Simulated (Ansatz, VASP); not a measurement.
**Two plane-wave programs on MgO**

```
CELL_PARAMETERS angstrom
5.64058 0.00000 0.00000
0.00000 5.64058 0.00000
0.00000 0.00000 5.64058
ATOMIC_POSITIONS crystal
Mg 0.25000 0.00000 0.50000
Mg 0.00000 0.50000 0.25000
Mg 0.50000 0.75000 0.00000
Mg 0.75000 0.00000 0.50000
Mg 0.00000 0.50000 0.75000
Mg 0.50000 0.25000 0.00000
O 0.25000 0.50000 0.00000
O 0.50000 0.00000 0.25000
O 0.00000 0.75000 0.50000
O 0.75000 0.50000 0.00000
O 0.50000 0.00000 0.75000
O 0.00000 0.25000 0.50000
```

Alike in both runs: task relaxation of cell and atoms; functional PBEsol; k mesh 4 × 4 × 4; occupations gaussian, width 0.02 eV; no spin polarisation.

|  | VASP | Ansatz |
| --- | --- | --- |
| version | VASP 6.6.1 | Ansatz 0.2.0 |
| potentials or method | VASP PAW PBE potentials, release 64 (Mg, O), cutoff 600 eV | scalar-relativistic, plane waves, PAW |
| valence electrons in the cell | 48 | 96 |

|  | VASP | Ansatz | Ansatz less VASP |
| --- | --- | --- | --- |
| gap on the k mesh at the Fermi level, each at its own relaxed structure (eV) | 2.84 | 2.84 | -0.004 |
| relaxed volume (Å³/atom) | 14.51 | 14.56 | +0.056 |
| relaxed cell length with the largest relative difference (Å) | 5.584 | 5.591 | +0.0071 |

VASP's potentials were made for PBE, not for PBEsol, and Ansatz warns of the same on its side. VASP's potentials hold 48 valence electrons a cell and Ansatz's 96, so a difference there can come from the potentials and not from the codes.
